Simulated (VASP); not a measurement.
# Ti (Pm-3m) in VASP: a series of runs, part 2 of 2

VASP 6.6.1. The steps go on from the part before.

### Step 3. Single point, PBE, collinear spin, ferromagnetic start

Contents of INCAR:

```
PREC = Accurate ; ENCUT = 520
EDIFF = 1E-6 ; ISMEAR = -1
SIGMA = 0.05 ; LREAL = False
LASPH = True ; NELM = 150
ALGO = Normal ; ISIF = 2
LWAVE = False ; LCHARG = False
ISPIN = 2 ; MAGMOM = 1
LORBIT = 11 ; LMAXMIX = 4
GGA = PE ; NBANDS = 16
```

Contents of KPOINTS:

```
regular mesh
0
Gamma
  12 12 12
```

Contents of POSCAR:

```
Ti
1.0
    2.6450988874      0.0000000000      0.0000000000
    0.0000000000      2.6450988874      0.0000000000
    0.0000000000      0.0000000000      2.6450988874
Ti
1
Direct
    0.0000000000      0.0000000000      0.0000000000
```

Potentials or basis: VASP PAW PBE potentials, release 64 (Ti_sv).

On the command line:

```bash
> cat potpaw_PBE.64/Ti_sv/POTCAR > POTCAR
> mpirun -np 1 vasp_std > vasp.out
```

OUTCAR:

```text
PREC = Accurate
   ENCUT = 520
   EDIFF = 1E-6
   ISMEAR = -1
   LREAL = False
   LASPH = True
   NELM = 150
   ISIF = 2
   ISPIN = 2
   LORBIT = 11
   GGA = PE

 ion  position               nearest neighbor table
   1  0.000  0.000  0.000-

  LATTYP: Found a simple cubic cell.
 ALAT       =     2.6450988874

  Lattice vectors:

 A1 = (   2.6450988874,   0.0000000000,   0.0000000000)
 A2 = (   0.0000000000,   2.6450988874,   0.0000000000)
 A3 = (   0.0000000000,   0.0000000000,   2.6450988874)

Analysis of symmetry for initial positions (statically):
=====================================================================
 Subroutine PRICEL returns:
 Original cell was already a primitive cell.

 Routine SETGRP: Setting up the symmetry group for a
 simple cubic supercell.

 Subroutine GETGRP returns: Found 48 space group operations
 (whereof 48 operations were pure point group operations)
 out of a pool of 48 trial point group operations.

The static configuration has the point symmetry O_h .

Analysis of symmetry for dynamics (positions and initial velocities):
=====================================================================
 Subroutine PRICEL returns:
 Original cell was already a primitive cell.

 Routine SETGRP: Setting up the symmetry group for a
 simple cubic supercell.

 Subroutine GETGRP returns: Found 48 space group operations
 (whereof 48 operations were pure point group operations)
 out of a pool of 48 trial point group operations.

The dynamic configuration has the point symmetry O_h .

Analysis of structural, dynamic, and magnetic symmetry:
=====================================================================
 Subroutine PRICEL returns:
 Original cell was already a primitive cell.

 Routine SETGRP: Setting up the symmetry group for a
 simple cubic supercell.

 Subroutine GETGRP returns: Found 48 space group operations
 (whereof 48 operations were pure point group operations)
 out of a pool of 48 trial point group operations.

The overall configuration has the point symmetry O_h .

 Subroutine INISYM returns: Found 48 space group operations
 (whereof 48 operations are pure point group operations),
 and found     1 'primitive' translations

----------------------------------------------------------------------------------------

                                     Primitive cell

  volume of cell :      18.5066

  direct lattice vectors                    reciprocal lattice vectors
     2.645098887  0.000000000  0.000000000     0.378057699  0.000000000  0.000000000
     0.000000000  2.645098887  0.000000000     0.000000000  0.378057699  0.000000000
     0.000000000  0.000000000  2.645098887     0.000000000  0.000000000  0.378057699

  length of vectors
     2.645098887  2.645098887  2.645098887     0.378057699  0.378057699  0.378057699

  position of ions in fractional coordinates (direct lattice)
     0.000000000  0.000000000  0.000000000

  ion indices of the primitive-cell ions
   primitive index   ion index
                 1           1

----------------------------------------------------------------------------------------

 KPOINTS: regular mesh

Automatic generation of k-mesh.
[... 46 lines left out ...]
  0.416667  0.333333  0.000000     24.000000
 [... further k-points ...]
   k-points           NKPTS =     84   k-points in BZ     NKDIM =     84   number of bands    NBANDS=     16
   number of dos      NEDOS =    301   number of ions     NIONS =      1
   total plane-waves  NPLWV =   8000
   dimension x,y,z NGX =    20 NGY =   20 NGZ =   20
   dimension x,y,z NGXF=    40 NGYF=   40 NGZF=   40
   ions per type =               1
   NGX,Y,Z   is equivalent  to a cutoff of  12.57, 12.57, 12.57 a.u.
   NGXF,Y,Z  is equivalent  to a cutoff of  25.14, 25.14, 25.14 a.u.
 SYSTEM =  unknown system
   PREC   = accura    normal or accurate (medium, high low for compatibility)
   ISTART =      0    job   : 0-new  1-cont  2-samecut
   ICHARG =      2    charge: 1-file 2-atom 10-const
   ISPIN  =      2    spin polarized calculation?
   LNONCOLLINEAR =      F non collinear calculations
   LSORBIT =      F    spin-orbit coupling
   LASPH  =      T    aspherical Exc in radial PAW
   ENCUT  =  520.0 eV  38.22 Ry    6.18 a.u.   4.92  4.92  4.92*2*pi/ulx,y,z
   NELM   =    150;   NELMIN=  2; NELMDL= -5     # of ELM steps
   EDIFF  = 0.1E-05   stopping-criterion for ELM
   LREAL  =      F    real-space projection
   EDIFFG = 0.1E-04   stopping-criterion for IOM
   NSW    =      0    number of steps for IOM
   IBRION =     -1    ionic relax: 0-MD 1-quasi-New 2-CG
   NFREE  =      0    steps in history (QN), initial steepest desc. (CG)
   ISIF   =      2    stress and relaxation
   ISYM   =      2    0-nonsym 1-usesym 2-fastsym
   POTIM  = 0.5000    time-step for ionic-motion
   TEBEG  =    0.0;   TEEND  =   0.0 temperature during run
   PSTRESS=    0.0 pullay stress
   NELECT =      12.0000    total number of electrons
   NUPDOWN=      -1.0000    fix difference up-down
   EMIN   =  10.00;   EMAX   =-10.00  energy-range for DOS
   EFERMI =   0.00;   METHOD = LEGACY
   ISMEAR =    -1;   SIGMA  =   0.05  broadening in eV -4-tet -1-fermi 0-gaus
   EFERMI_NEDOS =   21; number of points for ismear=-14 and -15
   IALGO  =     38    algorithm
   IMIX   =      4    mixing-type and parameters
     AMIX     =   0.40;   BMIX     =  1.00
     AMIX_MAG =   1.60;   BMIX_MAG =  1.00
  volume/ion in A,a.u.               =      18.51       124.89
  Fermi-wavevector in a.u.,A,eV,Ry     =   1.416968  2.677681 27.317749  2.007798
  Thomas-Fermi vector in A             =   2.538247
   LORBIT       =     11    0 simple, 1 ext, 2 COOP (PROOUT), +10 PAW based schemes
   GGA     = PE    functional components
   LHFCALC =     F    Hartree Fock is set to
   AEXX    =    0.0000 exact exchange contribution
   IVDW    =     0    specifies the selected vdW correction
   LEPSILON=     F    determine dielectric tensor
   LRPA    =     F    only Hartree local field effects (RPA)
 spin polarized calculation
  energy-cutoff  :      520.00
  volume of cell :       18.51
 maximum number of plane-waves:       516
 NGX is ok and might be reduce to    20
   NGX =  9   NGY =  9   NGZ =  9

 number of electron      11.9999993 magnetization       0.3807882

 Free energy of the ion-electron system (eV)
  ---------------------------------------------------
  ext. energy  EPLUGINS =         0.00000000
  ---------------------------------------------------
  free energy    TOTEN  =        -7.00445990 eV

  energy without entropy =       -6.98610620  energy(sigma->0) =       -6.99528305

 E-fermi :   7.4849     XC(G=0): -11.0932

 val. band max:        7.4844366365   @ k =   0.5000   0.3333   0.3333
 cond. band min:       7.4860202390   @ k =   0.4167   0.3333   0.2500
 fundamental gap:      0.0015836025
 Fermi energy:         7.4848825156

 spin component 1

 k-point     1 :       0.0000    0.0000    0.0000
  band No.  band energies     occupation
      1     -49.2190      1.00000
      2     -25.0133      1.00000
      3     -25.0133      1.00000
      4     -25.0133      1.00000
      5       1.6749      1.00000
      6       6.0172      1.00000
[... 435 lines left out ...]
      5       5.2289      1.00000
      6       6.8116      1.00000
[... 8 lines left out ...]
     15      30.3205      0.00000
     16      31.1975      0.00000

 [... further k-points ...]

 spin component 2

 k-point     1 :       0.0000    0.0000    0.0000
  band No.  band energies     occupation
      1     -48.9656      1.00000
      2     -24.7634      1.00000
      3     -24.7634      1.00000
      4     -24.7634      1.00000
      5       1.8966      1.00000
      6       6.4134      1.00000
[... 435 lines left out ...]
      5       5.4028      1.00000
      6       7.1865      0.99745
[... 8 lines left out ...]
     15      30.4399      0.00000
     16      31.5785      0.00000

 [... further k-points ...]
[... 5 lines left out ...]
  --------------------------------------------------------------------------------------
  -------------------------------------------------------------------------------------
  Total       -0.0134020     -0.0134020     -0.0134020      0.0000000      0.0000000     -0.0000000
  in kB       -1.1602537     -1.1602537     -1.1602537      0.0000000      0.0000000     -0.0000000
  external PRESSURE =      -1.1602537 kB  Pullay stress =       0.0000000 kB

 VOLUME and BASIS-vectors are now :
 -----------------------------------------------------------------------------
  energy-cutoff  :      520.00
  volume of cell :       18.51
      direct lattice vectors                 reciprocal lattice vectors
     2.645098887  0.000000000  0.000000000     0.378057699  0.000000000  0.000000000
     0.000000000  2.645098887  0.000000000     0.000000000  0.378057699  0.000000000
     0.000000000  0.000000000  2.645098887     0.000000000  0.000000000  0.378057699

 POSITION                                       TOTAL-FORCE (eV/Angst)
 -----------------------------------------------------------------------------------
      0.00000      0.00000      0.00000         0.000000      0.000000      0.000000
 -----------------------------------------------------------------------------------
    total drift:                               -0.000000      0.000000     -0.000000

  FREE ENERGIE OF THE ION-ELECTRON SYSTEM (eV)
  ---------------------------------------------------
  free  energy   TOTEN  =        -7.0044599014 eV

  energy  without entropy=       -6.9861062031  energy(sigma->0) =       -6.99528305

 total charge

# of ion       s       p       d       tot
------------------------------------------
    1        2.248   6.067   2.047  10.362

 magnetization (x)

# of ion       s       p       d       tot
------------------------------------------
    1        0.012   0.016   0.266   0.294
```

stdout:

```text
POSCAR found type information on POSCAR Ti
 POSCAR found :  1 types and       1 ions
 scaLAPACK will be used
 LDA part: xc-table for (Slater+PW92), standard interpolation
 POSCAR, INCAR and KPOINTS ok, starting setup
 FFT: planning ... GRIDC
 FFT: planning ... GRID_SOFT
 FFT: planning ... GRID
 WAVECAR not read
 entering main loop
```

Wall time 62 s (1 thread of AMD EPYC 7R43 (Zen 3), shared host); peak memory 0.11 GiB.

Results:

- Free energy: -7.0045 eV
- Pressure: -0.1 GPa
- Net moment: 0.38 μB per cell
- Site moments: Ti +0.29 μB
- Valence electrons inside the program's atomic spheres: Ti 10.36

Levels at points of the mesh, in eV from the Fermi level:
Spin up:
| k point | band 4 | band 5 | band 6 | band 7 | band 8 | band 9 |
| --- | --- | --- | --- | --- | --- | --- |
| (0.00, 0.00, 0.00) | -32.50 | -5.81 | -1.47 | -1.47 | 3.79 | 3.79 |
| (0.50, 0.00, 0.00) | -32.42 | -2.02 | -0.77 | -0.32 | 1.95 | 1.95 |
| (0.50, 0.50, 0.00) | -32.35 | -2.72 | -0.32 | 2.36 | 2.36 | 4.79 |
| (0.50, 0.50, 0.50) | -33.11 | -1.24 | -1.24 | -1.24 | 4.89 | 4.89 |
Spin down:
```tsv
k point	band 4	band 5	band 6	band 7	band 8	band 9
(0.00, 0.00, 0.00)	-32.25	-5.59	-1.07	-1.07	3.97	3.97
(0.50, 0.00, 0.00)	-32.17	-1.70	-0.36	-0.15	2.14	2.14
(0.50, 0.50, 0.00)	-32.10	-2.55	0.08	2.55	2.55	5.15
(0.50, 0.50, 0.50)	-32.85	-1.04	-1.04	-1.04	5.25	5.25
```
